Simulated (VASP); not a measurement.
# Cr in VASP: notebook, part 2 of 2

VASP 6.6.1. Earlier steps stand in the parts before.

### Step 4. Single point, PBE

This run uses another cell than the first one: it holds 4 atoms, not 1.

INCAR

```
SYSTEM = Cr
  PREC = Accurate
  ENCUT = 520
  EDIFF = 1E-7
  ISMEAR = 0
  SIGMA = 0.1
  LREAL = .False.
  LASPH = .True.
  NELM = 100
  ALGO = Fast
  ISIF = 2
  LWAVE = .False.
  LCHARG = .False.
  GGA = PE
  NBANDS = 32
```

KPOINTS

```
Automatic mesh
0
Gamma
  4 4 4
  0 0 0
```

POSCAR

```
Cr
1.0
    3.6269771480      0.0000000000      0.0000000000
    0.0000000000      3.6269771480      0.0000000000
    0.0000000000      0.0000000000      3.6269771480
Cr
4
Direct
    0.0000603379      0.0000603379      0.0000603379
    0.4999396621      0.9999396621      0.5000603379
    0.5000603379      0.4999396621      0.9999396621
    0.9999396621      0.5000603379      0.4999396621
```

The run is started by

```
$ cat potpaw_PBE.64/Cr_pv/POTCAR > POTCAR
$ mpirun -np 1 vasp_std > vasp.out
```

Run time: 37 s. Hardware: 1 thread of Intel Xeon Platinum 8488C (Sapphire Rapids), shared host; peak memory 0.15 GiB.

It converged, with:

```
Free energy            : -36.4753 eV
Pressure               : -0.4 GPa
Band gap on the k mesh : zero (band 24 reaches 11.56 eV, above the bottom of band 25 at 10.07 eV)
```

Levels at points of the mesh, in eV from the Fermi level:
```
           k point  band 20  band 21  band 22  band 23  band 24  band 25  band 26  band 27  band 28  band 29
(0.00, 0.00, 0.00)    -0.36    -0.36    -0.36     1.38     1.38     2.54     2.54     2.54     2.88     2.88
(0.50, 0.00, 0.00)    -1.46    -1.46    -1.46     0.22     0.22     0.95     0.95     0.95     0.95     1.13
(0.50, 0.50, 0.00)    -1.46    -1.19    -1.19    -1.19    -1.19     0.57     0.57     0.57     0.57     1.30
(0.50, 0.50, 0.50)    -0.48    -0.48    -0.48    -0.48    -0.48     0.91     0.91     0.91     0.91     2.57
```

Caveat: the k points lie up to 0.43 Å⁻¹ apart; the run has no spin polarisation, though such a crystal can be magnetic.

### Step 5. Single point, PBE

This run uses another cell than the first one, of 11.88 Å³/atom, 0.996 times its volume.

INCAR

```
SYSTEM = Cr
ALGO = Normal
EDIFF = 1E-7
ENCUT = 520
GGA = PE
ISIF = 2
ISMEAR = 0
LASPH = .TRUE.
LCHARG = .FALSE.
LREAL = .FALSE.
LWAVE = .FALSE.
NBANDS = 12
NELM = 100
PREC = Accurate
SIGMA = 0.1
```

KPOINTS

```
k-points
0
G
  26 26 26
  0 0 0
```

POSCAR

```
Cr
1.0
    0.0000000000      1.8110502802      1.8110502802
    1.8110502802      0.0000000000      1.8110502802
    1.8110502802      1.8110502802      0.0000000000
Cr
1
Direct
    0.0000000000      0.0000000000      0.0000000000
```

The run is started by

```
$ cat potpaw_PBE.64/Cr_pv/POTCAR > POTCAR
$ mpirun -np 1 vasp_std > vasp.out
```

Run time: 60 s. Hardware: 1 thread of Intel Xeon Platinum 8488C (Sapphire Rapids), shared host; peak memory 0.18 GiB.

Results (log left out):

| Item | Value |
| --- | --- |
| Free energy | -9.1271 eV |
| Pressure | -0.5 GPa |
| Band gap on the k mesh | zero (band 6 reaches 12.83 eV, above the bottom of band 7 at 9.90 eV) |

Levels at points of the mesh, in eV from the Fermi level:
```tsv
k point	band 4	band 5	band 6	band 7	band 8	band 9
(0.00, 0.00, 0.00)	-7.50	-0.42	-0.42	-0.42	1.34	1.34
(0.50, 0.00, 0.00)	-3.89	-0.54	-0.54	0.83	2.53	2.53
(0.50, 0.50, 0.00)	-4.10	-3.26	2.50	2.85	2.85	3.71
```

Caveat: the run has no spin polarisation, though such a crystal can be magnetic. Spin polarisation is off, so any magnetic state and its effect on volume and gap are missing.

### Step 6. Relaxation of cell and atoms, PBE

INCAR

```
SYSTEM = Cr
ALGO = Normal
EDIFF = 1E-6
EDIFFG = -0.01
ENCUT = 600
GGA = PE
IBRION = 2
ISIF = 3
ISMEAR = 0
LASPH = .True.
LCHARG = .False.
LREAL = .False.
LWAVE = .False.
NELM = 80
NSW = 100
PREC = Accurate
SIGMA = 0.1
```

KPOINTS

```
k-points
0
Gamma
  26 26 26
  0 0 0
```

POSCAR

```
Cr
1.0
    0.0000000000      1.8134885740      1.8134885740
    1.8134885740      0.0000000000      1.8134885740
    1.8134885740      1.8134885740      0.0000000000
Cr
1
Direct
    0.0000000000      0.0000000000      0.0000000000
```

Potentials or basis: VASP PAW PBE potentials, release 64 (Cr_pv).

The run is started by

```
$ cat potpaw_PBE.64/Cr_pv/POTCAR > POTCAR
$ mpirun -np 1 vasp_std > vasp.out
```

Wall time 82 s (1 thread of Intel Xeon Platinum 8488C (Sapphire Rapids), shared host); peak memory 0.2 GiB.

Results (log left out):

```yaml
Free_energy: -9.1270 eV
Relaxed_volume: 11.85 Å³/atom
Relaxed_cell: a = 2.559 Å, b = 2.559 Å, c = 2.559 Å, α = 60.00°, β = 60.00°, γ = 60.00°
Space_group_after_relaxing_to_0.05_Å: Fm-3m (No. 225)
Energy_gained_by_relaxing: 0.3 meV/atom
Ionic_steps: 3
Pressure_after_relaxing: 0.1 GPa
Band_gap_on_the_k_mesh: zero (band 6 reaches 12.87 eV, above the bottom of band 7 at 9.93 eV)
```

The path:
```
step  energy change (eV)  largest force (eV/Å)  pressure (GPa)  volume (Å³)
   1              0.0000                0.0000           -1.45        11.93
   2              0.0005                0.0000            2.31        11.74
   3             -0.0003                0.0000            0.08        11.85
```

Final structure:
```
CELL_PARAMETERS angstrom
0.00000 1.80977 1.80977
1.80977 0.00000 1.80977
1.80977 1.80977 0.00000
ATOMIC_POSITIONS crystal
Cr 0.00000 0.00000 0.00000
```

Levels at points of the mesh, in eV from the Fermi level:
```
           k point  band 3  band 4  band 5  band 6  band 7  band 8  band 9  band 10
(0.00, 0.00, 0.00)  -42.36   -7.50   -0.42   -0.42   -0.42    1.34    1.34     7.53
(0.50, 0.00, 0.00)  -42.47   -3.90   -0.54   -0.54    0.84    2.54    2.54     7.52
(0.50, 0.50, 0.00)  -42.66   -4.11   -3.27    2.51    2.85    2.85    3.72     7.53
```

Caveat: the run has no spin polarisation, though such a crystal can be magnetic. Spin polarisation is off, so any magnetic state and its effect on volume and gap are missing.

### Step 7. Single point, PBE, collinear spin, ferromagnetic start

This run uses another cell than the first one, of 13.61 Å³/atom, 1.141 times its volume.

INCAR

```
SYSTEM = Cr
PREC     = Accurate       ! precision mode
ENCUT    = 500            ! plane-wave cutoff, eV
EDIFF    = 1E-6           ! SCF threshold, eV
ISMEAR   = 0              ! smearing method
SIGMA    = 0.1            ! smearing width, eV
LREAL    = .False.        ! projectors in reciprocal space
LASPH    = .True.         ! aspherical terms in the spheres
NELM     = 200            ! most SCF steps
ALGO     = Normal         ! electronic algorithm
ISIF     = 2              ! what is computed and relaxed
LWAVE    = .False.        ! write WAVECAR
LCHARG   = .False.        ! write CHGCAR
ISPIN    = 2              ! spin polarisation
MAGMOM   = 3              ! initial moments
LORBIT   = 11             ! projections on sites
LMAXMIX  = 4              ! l up to which the mixer works
GGA      = PE             ! functional
NBANDS   = 16             ! bands
GGA_COMPAT= .False.
```

KPOINTS

```
regular mesh
0
Gamma
  10 10 10
  0 0 0
```

POSCAR

```
Cr
1.0
   -1.3078828414      1.3078828414      1.9897529474
    1.3078828414     -1.3078828414      1.9897529474
    1.3078828414      1.3078828414     -1.9897529474
Cr
1
Direct
    0.0000000000      0.0000000000      0.0000000000
```

The run is started by

```
$ cat potpaw_PBE.64/Cr_pv/POTCAR > POTCAR
$ mpirun -np 1 vasp_std > vasp.out
```

Wall time 44 s (1 thread of AMD EPYC 7R13 (Zen 3), shared host); peak memory 0.12 GiB.

The run converged. Its results:

```
Free energy                                           : -9.0020 eV
Pressure                                              : -24.9 GPa
Band gap on the k mesh                                : zero (filled and empty bands overlap)
Net moment                                            : 0.00 μB per cell
Valence electrons inside the program's atomic spheres : Cr 10.76
```

Stress tensor (GPa, compression positive):
```
-28.88   0.00   0.00
  0.00 -28.88   0.00
  0.00   0.00 -16.88
```

Levels at points of the mesh, in eV from the Fermi level:
Spin up:
| k point | band 4 | band 5 | band 6 | band 7 | band 8 | band 9 |
| --- | --- | --- | --- | --- | --- | --- |
| (0.00, 0.00, 0.00) | -7.05 | -0.78 | -0.20 | -0.20 | 0.68 | 1.33 |
| (0.50, 0.00, 0.00) | -3.44 | -0.78 | -0.20 | 0.58 | 1.90 | 2.11 |
| (0.50, 0.50, 0.00) | -3.46 | -2.76 | 1.94 | 2.04 | 2.48 | 3.64 |
| (0.50, 0.50, 0.50) | -3.50 | -2.69 | 2.02 | 2.12 | 2.22 | 2.22 |
Spin down:
| k point | band 2 | band 3 | band 4 | band 5 | band 6 | band 7 | band 8 | band 9 | band 10 | band 11 |
| --- | --- | --- | --- | --- | --- | --- | --- | --- | --- | --- |
| (0.00, 0.00, 0.00) | -42.65 | -42.65 | -7.05 | -0.77 | -0.20 | -0.20 | 0.68 | 1.33 | 7.30 | 18.97 |
| (0.50, 0.00, 0.00) | -42.77 | -42.70 | -3.44 | -0.78 | -0.20 | 0.58 | 1.90 | 2.11 | 7.27 | 7.87 |
| (0.50, 0.50, 0.00) | -42.92 | -42.85 | -3.46 | -2.75 | 1.94 | 2.04 | 2.48 | 3.64 | 7.30 | 11.19 |
| (0.50, 0.50, 0.50) | -42.80 | -42.80 | -3.50 | -2.69 | 2.03 | 2.12 | 2.23 | 2.23 | 7.29 | 9.65 |

Caveat: the starting moments collapsed, and a magnetic state may lie lower.

### Step 8. The runs side by side

| task | cell | k mesh | cutoff (eV) | gap on the mesh (eV) | pressure (GPa) |
| --- | --- | --- | --- | --- | --- |
| single point | a = 2.565 Å, angles 60.0°, 1 atom | 8 × 8 × 8 | 520 | none | -0.3 |
| relaxation of cell and atoms | relaxed from a = 2.565 Å, angles 60.0°, 1 atom | 8 × 8 × 8 | 600 | none | -0.3 |
| single point | a = 3.627 Å, 4 atoms | 4 × 4 × 4 | 520 | none | -0.4 |
| single point | a = 2.561 Å, angles 60.0°, 1 atom | 26 × 26 × 26 | 520 | none | -0.5 |
| relaxation of cell and atoms | relaxed from a = 2.565 Å, angles 60.0°, 1 atom | 26 × 26 × 26 | 600 | none | 0.1 |

Alike in all rows: level PBE; potentials or basis VASP PAW PBE potentials, release 64 (Cr_pv); no spin polarisation; smearing gaussian 0.1 eV.

Caveats: some runs use coarse meshes; the run has no spin polarisation, though such a crystal can be magnetic; the relaxation stopped at its first step, so nothing moved (some runs).

Absolute energies hang on the potentials; compare differences alone.
